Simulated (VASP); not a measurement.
Input of a VASP 6.6.1 run:

File INCAR:

```
ALGO     = Fast           # electronic algorithm
EDIFF    = 1E-6           # SCF threshold, eV
ENCUT    = 520            # plane-wave cutoff, eV
GGA      = PS             # functional
ISIF     = 2              # what is computed and relaxed
ISMEAR   = 0              # smearing method
LASPH    = T              # aspherical terms in the spheres
LCHARG   = F              # write CHGCAR
LREAL    = F              # projectors in reciprocal space
LWAVE    = F              # write WAVECAR
NBANDS   = 40             # bands
NELM     = 80             # most SCF steps
PREC     = Accurate       # precision mode
SIGMA    = 0.15           # smearing width, eV
```

File KPOINTS:

```
k-points
0
Gamma
  14 14 14
```

The input POSCAR:

```
TiAl
1.0
   -3.1564740774      3.1564740774      3.1564740774
    3.1564740774     -3.1564740774      3.1564740774
    3.1564740774      3.1564740774     -3.1564740774
Ti Al
4 4
Direct
    0.0000000000      0.5000000000      0.5000000000
    0.5000000000      0.0000000000      0.5000000000
    0.5000000000      0.5000000000      0.0000000000
    0.0000000000      0.0000000000      0.0000000000
    0.5000000000      0.5000000000      0.5000000000
    0.0000000000      0.0000000000      0.5000000000
    0.0000000000      0.5000000000      0.0000000000
    0.5000000000      0.0000000000      0.0000000000
```

Potentials or basis: VASP PAW PBE potentials, release 64 (Ti_sv, Al).

Launch:

```bash
$ cat potpaw_PBE.64/Ti_sv/POTCAR potpaw_PBE.64/Al/POTCAR > POTCAR
$ mpirun -np 1 vasp_std > vasp.out
```

Problem. Predict the pressure.

Solution. 0.1 GPa.

Problem. What does it give for the band gap on the k mesh?

Solution. Zero (bands 30 and 31 overlap by 1.65 eV).

Caveat: the PAW data sets were made with another functional, which shifts forces and pressure a little.
